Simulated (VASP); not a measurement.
Here is a VASP 6.6.1 calculation.

Contents of POSCAR:

```
MgO
1.0
    0.0000000000      2.1351500000      2.1351500000
    2.1351500000      0.0000000000      2.1351500000
    2.1351500000      2.1351500000      0.0000000000
Mg O
1 1
Direct
   -0.0585438962      0.0585438962     -0.0585438962
    0.5000000000      0.5000000000      0.5000000000
```

The input INCAR.step1:

```
  PREC = Accurate
  ENCUT = 520
  ISMEAR = 0
  SIGMA = 0.05
  LREAL = False
  LASPH = True
  NELM = 100
  NBANDS = 11
  GGA = PE
  ALGO = Normal
  EDIFF = 1E-4
  LWAVE = True
  LCHARG = False
```

Contents of INCAR.step2:

```
  PREC = Accurate
  ENCUT = 520
  EDIFF = 1E-6
  ISMEAR = 0
  SIGMA = 0.05
  LREAL = False
  LASPH = True
  NELM = 100
  ALGO = Normal
  ISIF = 2
  LWAVE = False
  LCHARG = True
  METAGGA = R2SCAN
  LMIXTAU = True
  LELF = True
  LVHAR = True
  NBANDS = 11
  ISTART = 1
```

File KPOINTS:

```
regular mesh
0
Gamma
  10 10 10
```

Potentials or basis: VASP PAW PBE potentials, release 64 (Mg, O).

Launch:

```sh
$ cat potpaw_PBE.64/Mg/POTCAR potpaw_PBE.64/O/POTCAR > POTCAR
$ cp INCAR.step1 INCAR
$ mpirun -np 1 vasp_std > vasp.out
$ cp INCAR.step2 INCAR
$ mpirun -np 1 vasp_std > vasp.out
```

(1) What does it give for the band gap on the k mesh?

(2) Estimate the largest force.

Answers

(1) 5.18 eV, direct.

(2) 1.702 eV/Å.

Caveat: the cell differs from its parent crystal (all Mg atoms moved -0.250 Å, as atom 1 along Cartesian [0 1 0]); the PAW data sets were made with another functional, which shifts forces and pressure a little.
